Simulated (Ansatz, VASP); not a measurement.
Two plane-wave programs on C

```
C
1.0
     2.49534   -0.09238   -0.09238
    -1.32767    2.20722   -0.03381
    -0.45553   -0.45553   12.30482
C
12
Direct
  0.00000 0.00000 0.18686
  0.00000 0.00000 0.68686
  0.00000 0.00000 0.31314
  0.00000 0.00000 0.81314
  0.33333 0.66667 0.52077
  0.66667 0.33333 0.02077
  0.33333 0.66667 0.97923
  0.66667 0.33333 0.47923
  0.33333 0.66667 0.64510
  0.66667 0.33333 0.14510
  0.33333 0.66667 0.85490
  0.66667 0.33333 0.35490
```

Change from the starting cell: equal engineering shear yz, xz and xy -0.0733, equal normal strain along x, y and z -0.0100.

Alike in both runs: task single point; functional PBE; k mesh 12 × 12 × 2; occupations gaussian, width 0.05 eV; no spin polarisation.

```csv
,VASP,Ansatz
version,VASP 6.6.1,Ansatz 0.2.0
potentials or method,"VASP PAW PBE potentials, release 64 (C), cutoff 520 eV","scalar-relativistic, plane waves, PAW"
valence electrons in the cell,48,48
```

Ansatz gave:

- gap on the k mesh at the Fermi level (eV): 2.44
- least direct gap on the mesh (eV): 3.59
- pressure (GPa): 19.3
- traceless stress, the component that is largest in VASP (GPa): 42.81
- rms of the force components (eV/Å): 0.476

**Question.** Which values does VASP return?

**Answer.** gap on the k mesh at the Fermi level (eV): 2.43; least direct gap on the mesh (eV): 3.58; pressure (GPa): 20.1; traceless stress, the component that is largest in VASP (GPa): 43.00; rms of the force components (eV/Å): 0.490.

Atom by atom the forces differ by 0.015 eV/Å (rms over components).
